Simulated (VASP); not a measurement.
# GeCN2 (R-3m) in VASP: a series of runs

Runs on GeCN2. Level: PBEsol. Tasks: single point.

Everything below comes from runs of VASP 6.6.1. Logs are shortened: lines on timing, memory, paths and dates and some standing lists are left out, and cuts for length are marked.

## Step 1: The cell of the first run

The structure is trigonal, space group R-3m (No. 166). The conventional cell has a = 3.588 Å, b = 3.588 Å, c = 14.766 Å, α = 90.00°, β = 90.00°, γ = 120.00°. Within 3.2 Å of Ge (site symmetry -3m) lie 6 N at 2.40 Å. Within 1.7 Å of C (site symmetry -3m) lie 2 N at 1.24 Å. Within 1.7 Å of N (site symmetry 3m) lie 1 C at 1.24 Å.

## Step 2: Single point, PBEsol

INCAR reads:

```
SYSTEM = GeCN2
PREC = Accurate ; ENCUT = 520
EDIFF = 1E-6 ; ISMEAR = 0
SIGMA = 0.01 ; LREAL = .False.
LASPH = .True. ; NELM = 100
ALGO = Normal ; ISIF = 2
LWAVE = .False. ; LCHARG = .False.
GGA = PS ; NBANDS = 22
```

KPOINTS reads:

```
Automatic mesh
0
Gamma
  6 6 6
  0 0 0
```

POSCAR reads:

```
GeCN2
1.0
    1.7937900000      1.0356450000      4.9219570000
   -1.7937900000      1.0356450000      4.9219570000
    0.0000000000     -2.0712910000      4.9219570000
Ge C N
1 1 2
Direct
    0.0000000000      0.0000000000      0.0000000000
    0.5000000000      0.5000000000      0.5000000000
    0.4160960000      0.4160960000      0.4160960000
    0.5839040000      0.5839040000      0.5839040000
```

Potentials or basis: VASP PAW PBE potentials, release 64 (Ge_d, C, N).

Run with:

```console
$ cat potpaw_PBE.64/Ge_d/POTCAR potpaw_PBE.64/C/POTCAR potpaw_PBE.64/N/POTCAR > POTCAR
$ mpirun -np 1 vasp_std > vasp.out
```

OUTCAR:

```text
SYSTEM = GeCN2
   PREC = Accurate
   ENCUT = 520
   EDIFF = 1E-6
   ISMEAR = 0
   LREAL = .False.
   LASPH = .True.
   NELM = 100
   ISIF = 2
   GGA = PS

 ion  position               nearest neighbor table
   1  0.000  0.000  0.000-
   2  0.500  0.500  0.500-   3 1.24   4 1.24
   3  0.416  0.416  0.416-   2 1.24
   4  0.584  0.584  0.584-   2 1.24

  LATTYP: Found a trigonal (rhomboedric) cell.
 ALAT       =     5.3400284494
 COS(alpha) =     0.7743235984

  Lattice vectors:

 A1 = (   1.7937900000,   1.0356450000,   4.9219570000)
 A2 = (  -1.7937900000,   1.0356450000,   4.9219570000)
 A3 = (   0.0000000000,  -2.0712910000,   4.9219570000)

Analysis of symmetry for initial positions (statically):
=====================================================================
 Subroutine PRICEL returns:
 Original cell was already a primitive cell.

 Routine SETGRP: Setting up the symmetry group for a
 trigonal (rhombohedral) supercell.

 Subroutine GETGRP returns: Found 12 space group operations
 (whereof 12 operations were pure point group operations)
 out of a pool of 12 trial point group operations.

The static configuration has the point symmetry D_3d.

Analysis of symmetry for dynamics (positions and initial velocities):
=====================================================================
 Subroutine PRICEL returns:
 Original cell was already a primitive cell.

 Routine SETGRP: Setting up the symmetry group for a
 trigonal (rhombohedral) supercell.

 Subroutine GETGRP returns: Found 12 space group operations
 (whereof 12 operations were pure point group operations)
 out of a pool of 12 trial point group operations.

The dynamic configuration has the point symmetry D_3d.

 Subroutine INISYM returns: Found 12 space group operations
 (whereof 12 operations are pure point group operations),
 and found     1 'primitive' translations

----------------------------------------------------------------------------------------

                                     Primitive cell

  volume of cell :      54.8620

  direct lattice vectors                    reciprocal lattice vectors
     1.793790000  1.035645000  4.921957000     0.278739429  0.160930254  0.067723750
    -1.793790000  1.035645000  4.921957000    -0.278739429  0.160930254  0.067723750
     0.000000000 -2.071291000  4.921957000     0.000000000 -0.321860508  0.067723718

  length of vectors
     5.340028449  5.340028449  5.340028756     0.328908380  0.328908380  0.328908329

  position of ions in fractional coordinates (direct lattice)
     0.000000000  0.000000000  0.000000000
     0.500000000  0.500000000  0.500000000
     0.416096000  0.416096000  0.416096000
     0.583904000  0.583904000  0.583904000

  ion indices of the primitive-cell ions
   primitive index   ion index
                 1           1
                 2           2
                 3           3
                 4           4

----------------------------------------------------------------------------------------

 KPOINTS: Automatic mesh

Automatic generation of k-mesh.
 Grid dimensions read from file:
 generate k-points for:    6    6    6

 Generating k-lattice:

  Cartesian coordinates                     Fractional coordinates (reciprocal lattice)
     0.046456571  0.026821709  0.011287292     0.166666667 -0.000000000  0.000000000
    -0.046456571  0.026821709  0.011287292    -0.000000000  0.166666667  0.000000000
     0.000000000 -0.053643418  0.011287286     0.000000000  0.000000000  0.166666667

  Length of vectors
     0.054818063  0.054818063  0.054818055

  Shift w.r.t. Gamma in fractional coordinates (k-lattice)
     0.000000000  0.000000000  0.000000000

 Subroutine IBZKPT returns following result:
 ===========================================

 Found     32 irreducible k-points:

 Following reciprocal coordinates:
            Coordinates               Weight
  0.000000  0.000000  0.000000      1.000000
  0.166667 -0.000000  0.000000      6.000000
  0.333333 -0.000000  0.000000      6.000000
  0.500000 -0.000000  0.000000      3.000000
  0.166667  0.166667  0.000000      6.000000
  0.333333  0.166667  0.000000     12.000000
[... 16 lines left out ...]
  0.500000  0.500000  0.166667      6.000000
 -0.333333  0.500000  0.166667     12.000000
 [... further k-points ...]
   k-points           NKPTS =     32   k-points in BZ     NKDIM =     32   number of bands    NBANDS=     22
   number of dos      NEDOS =    301   number of ions     NIONS =      4
   total plane-waves  NPLWV =  64000
   dimension x,y,z NGX =    40 NGY =   40 NGZ =   40
   dimension x,y,z NGXF=    80 NGYF=   80 NGZF=   80
   ions per type =               1   1   2
   NGX,Y,Z   is equivalent  to a cutoff of  12.45, 12.45, 12.45 a.u.
   NGXF,Y,Z  is equivalent  to a cutoff of  24.91, 24.91, 24.91 a.u.
 SYSTEM =  GeCN2
   PREC   = accura    normal or accurate (medium, high low for compatibility)
   ISTART =      0    job   : 0-new  1-cont  2-samecut
   ICHARG =      2    charge: 1-file 2-atom 10-const
   ISPIN  =      1    spin polarized calculation?
   LNONCOLLINEAR =      F non collinear calculations
   LSORBIT =      F    spin-orbit coupling
   LASPH  =      T    aspherical Exc in radial PAW
   ENCUT  =  520.0 eV  38.22 Ry    6.18 a.u.   9.93  9.93  9.93*2*pi/ulx,y,z
   NELM   =    100;   NELMIN=  2; NELMDL= -5     # of ELM steps
   EDIFF  = 0.1E-05   stopping-criterion for ELM
   LREAL  =      F    real-space projection
[... 7 lines left out ...]
   TEBEG  =    0.0;   TEEND  =   0.0 temperature during run
   PSTRESS=    0.0 pullay stress
   NELECT =      28.0000    total number of electrons
   NUPDOWN=      -1.0000    fix difference up-down
   EMIN   =  10.00;   EMAX   =-10.00  energy-range for DOS
   EFERMI =   0.00;   METHOD = LEGACY
   ISMEAR =     0;   SIGMA  =   0.01  broadening in eV -4-tet -1-fermi 0-gaus
   EFERMI_NEDOS =   21; number of points for ismear=-14 and -15
   IALGO  =     38    algorithm
   IMIX   =      4    mixing-type and parameters
     AMIX     =   0.40;   BMIX     =  1.00
     AMIX_MAG =   1.60;   BMIX_MAG =  1.00
  volume/ion in A,a.u.               =      13.72        92.56
  Fermi-wavevector in a.u.,A,eV,Ry     =   1.308289  2.472307 23.287996  1.711619
  Thomas-Fermi vector in A             =   2.438966
   LORBIT       =      0    0 simple, 1 ext, 2 COOP (PROOUT), +10 PAW based schemes
   GGA     = PS    functional components
   LHFCALC =     F    Hartree Fock is set to
   AEXX    =    0.0000 exact exchange contribution
   IVDW    =     0    specifies the selected vdW correction
   LEPSILON=     F    determine dielectric tensor
   LRPA    =     F    only Hartree local field effects (RPA)
 non-spin polarized calculation
 Gauss-broadening in eV      SIGMA  =   0.01
  energy-cutoff  :      520.00
  volume of cell :       54.86
 maximum number of plane-waves:      1503
   NGX = 19   NGY = 19   NGZ = 19

 number of electron      28.0000006 magnetization

 Free energy of the ion-electron system (eV)
  ---------------------------------------------------
  ext. energy  EPLUGINS =         0.00000000
  ---------------------------------------------------
  free energy    TOTEN  =       -30.59442586 eV

  energy without entropy =      -30.59442586  energy(sigma->0) =      -30.59442586

 E-fermi :   3.6018     XC(G=0):  -9.9147

 val. band max:        3.4425031938   @ k =   0.5000   0.5000   0.1667
 cond. band min:       4.3661684110   @ k =   0.5000   0.5000   0.5000
 fundamental gap:      0.9236652172
 Fermi energy:         3.6018471339

 k-point     1 :       0.0000    0.0000    0.0000
  band No.  band energies     occupation
      1     -21.2126      2.00000
      2     -21.2074      2.00000
      3     -21.2074      2.00000
      4     -21.1985      2.00000
      5     -21.1985      2.00000
      6     -15.7830      2.00000
[... 14 lines left out ...]
     21      13.3166      0.00000
     22      14.0579      0.00000

 k-point     2 :       0.1667   -0.0000    0.0000
  band No.  band energies     occupation
      1     -21.2116      2.00000
      2     -21.2078      2.00000
      3     -21.2031      2.00000
      4     -21.2017      2.00000
      5     -21.1992      2.00000
      6     -15.6977      2.00000
[... 14 lines left out ...]
     21      12.0665      0.00000
     22      14.1277      0.00000

 k-point     3 :       0.3333   -0.0000    0.0000
  band No.  band energies     occupation
      1     -21.2173      2.00000
      2     -21.2075      2.00000
      3     -21.2014      2.00000
      4     -21.2006      2.00000
      5     -21.1944      2.00000
      6     -15.5193      2.00000
[... 14 lines left out ...]
     21      11.7917      0.00000
     22      14.9653      0.00000

 k-point     4 :       0.5000   -0.0000    0.0000
  band No.  band energies     occupation
      1     -21.2212      2.00000
      2     -21.2091      2.00000
      3     -21.2013      2.00000
      4     -21.1985      2.00000
      5     -21.1901      2.00000
      6     -15.4257      2.00000
[... 14 lines left out ...]
     21      13.0690      0.00000
     22      14.6520      0.00000

 k-point     5 :       0.1667    0.1667    0.0000
  band No.  band energies     occupation
      1     -21.2116      2.00000
      2     -21.2079      2.00000
      3     -21.2031      2.00000
      4     -21.2018      2.00000
      5     -21.1992      2.00000
      6     -15.6836      2.00000
[... 417 lines left out ...]
 k-point    22 :      -0.1667    0.3333    0.1667
  band No.  band energies     occupation
      1     -21.2165      2.00000
      2     -21.2069      2.00000
      3     -21.2035      2.00000
      4     -21.2006      2.00000
      5     -21.1933      2.00000
      6     -15.4127      2.00000
[... 14 lines left out ...]
     21      12.9219      0.00000
     22      14.6067      0.00000

 k-point    23 :       0.5000    0.5000    0.1667
  band No.  band energies     occupation
      1     -21.2180      2.00000
      2     -21.2079      2.00000
      3     -21.2013      2.00000
      4     -21.2005      2.00000
      5     -21.1944      2.00000
      6     -15.4236      2.00000
[... 14 lines left out ...]
     21      12.6380      0.00000
     22      14.9515      0.00000

 k-point    24 :      -0.3333    0.5000    0.1667
  band No.  band energies     occupation
      1     -21.2171      2.00000
      2     -21.2070      2.00000
      3     -21.2033      2.00000
      4     -21.2005      2.00000
      5     -21.1932      2.00000
      6     -15.3639      2.00000
[... 14 lines left out ...]
     21      13.1233      0.00000
     22      14.1420      0.00000

 [... further k-points ...]
[... 5 lines left out ...]
  --------------------------------------------------------------------------------------
  -------------------------------------------------------------------------------------
  Total       -1.1390690     -1.1390694     -0.8757326      0.0000000      0.0000001      0.0000000
  in kB      -33.2651037    -33.2651162    -25.5746916      0.0000000      0.0000017      0.0000000
  external PRESSURE =     -30.7016371 kB  Pullay stress =       0.0000000 kB

 VOLUME and BASIS-vectors are now :
 -----------------------------------------------------------------------------
  energy-cutoff  :      520.00
  volume of cell :       54.86
      direct lattice vectors                 reciprocal lattice vectors
     1.793790000  1.035645000  4.921957000     0.278739429  0.160930254  0.067723750
    -1.793790000  1.035645000  4.921957000    -0.278739429  0.160930254  0.067723750
     0.000000000 -2.071291000  4.921957000     0.000000000 -0.321860508  0.067723718

 POSITION                                       TOTAL-FORCE (eV/Angst)
 -----------------------------------------------------------------------------------
      0.00000      0.00000      0.00000        -0.000000      0.000000      0.000000
      0.00000     -0.00000      7.38294         0.000000      0.000000     -0.000000
      0.00000     -0.00000      6.14402        -0.000000      0.000000     -0.187376
      0.00000     -0.00000      8.62185        -0.000000     -0.000000      0.187376
 -----------------------------------------------------------------------------------
    total drift:                               -0.000000     -0.000000      0.000000

  FREE ENERGIE OF THE ION-ELECTRON SYSTEM (eV)
  ---------------------------------------------------
  free  energy   TOTEN  =       -30.5944258580 eV

  energy  without entropy=      -30.5944258580  energy(sigma->0) =      -30.59442586
```

It took 44 s on 1 thread of Intel Xeon Platinum 8559C (Emerald Rapids), shared host; peak memory 0.24 GiB.

What came out:

| Quantity | Value |
| --- | --- |
| Free energy | -30.5944 eV |
| Pressure | -3.1 GPa |
| Largest force | 0.187 eV/Å |
| Band gap on the k mesh | 0.92 eV, indirect (least direct gap 1.94 eV) |

Forces on the atoms (eV/Å):
```
Ge   0.000  0.000  0.000
C    0.000  0.000  0.000
N    0.000  0.000 -0.187
N    0.000  0.000  0.187
```

Caveat: the PAW data sets were made with another functional, which shifts forces and pressure a little.

## Step 3: Single point, PBEsol

INCAR reads:

```
PREC = Accurate
ENCUT = 520
EDIFF = 1E-7
ISMEAR = 0
SIGMA = 0.01
LREAL = F
LASPH = T
NELM = 60
ALGO = Normal
ISIF = 2
LWAVE = F
LCHARG = T
GGA = PS
LELF = T
LVHAR = T
NBANDS = 22
```

KPOINTS reads:

```
Automatic mesh
0
Gamma
  6 6 6
```

POSCAR is that of step 2.

Potentials or basis: VASP PAW PBE potentials, release 64 (Ge_d, C, N).

Run with:

```console
$ cat potpaw_PBE.64/Ge_d/POTCAR potpaw_PBE.64/C/POTCAR potpaw_PBE.64/N/POTCAR > POTCAR
$ mpirun -np 1 vasp_std > vasp.out
```

Run time: 43 s. Hardware: 1 thread of Intel Xeon Platinum 8559C (Emerald Rapids), shared host; peak memory 0.25 GiB.

It converged, with:

```
Free energy            : -30.5944 eV
Pressure               : -3.1 GPa
Largest force          : 0.188 eV/Å
Band gap on the k mesh : 0.92 eV, indirect (least direct gap 1.94 eV)
```

Forces in eV/Å, atoms in the order of the input:
```
Ge   0.000  0.000  0.000
C    0.000  0.000  0.000
N    0.000  0.000 -0.188
N    0.000  0.000  0.188
```

Stress tensor (GPa, compression positive):
```
-3.33  0.00  0.00
 0.00 -3.33  0.00
 0.00  0.00 -2.56
```

Levels at points of the mesh, in eV from the valence-band top:
| k point | band 11 | band 12 | band 13 | band 14 | band 15 | band 16 | band 17 | band 18 |
| --- | --- | --- | --- | --- | --- | --- | --- | --- |
| (0.00, 0.00, 0.00) | -5.22 | -2.10 | -1.92 | -1.92 | 2.43 | 3.21 | 3.21 | 4.89 |
| (0.50, 0.00, 0.00) | -5.38 | -3.91 | -3.29 | -3.24 | 2.77 | 4.96 | 5.17 | 5.54 |
| (0.50, 0.50, 0.00) | -5.85 | -5.74 | -1.77 | -0.02 | 1.99 | 2.06 | 3.94 | 6.28 |
| (0.50, 0.50, 0.50) | -5.21 | -2.01 | -2.01 | -1.09 | 0.92 | 4.72 | 4.72 | 4.95 |

Caveat: the PAW data sets were made with another functional, which shifts forces and pressure a little.
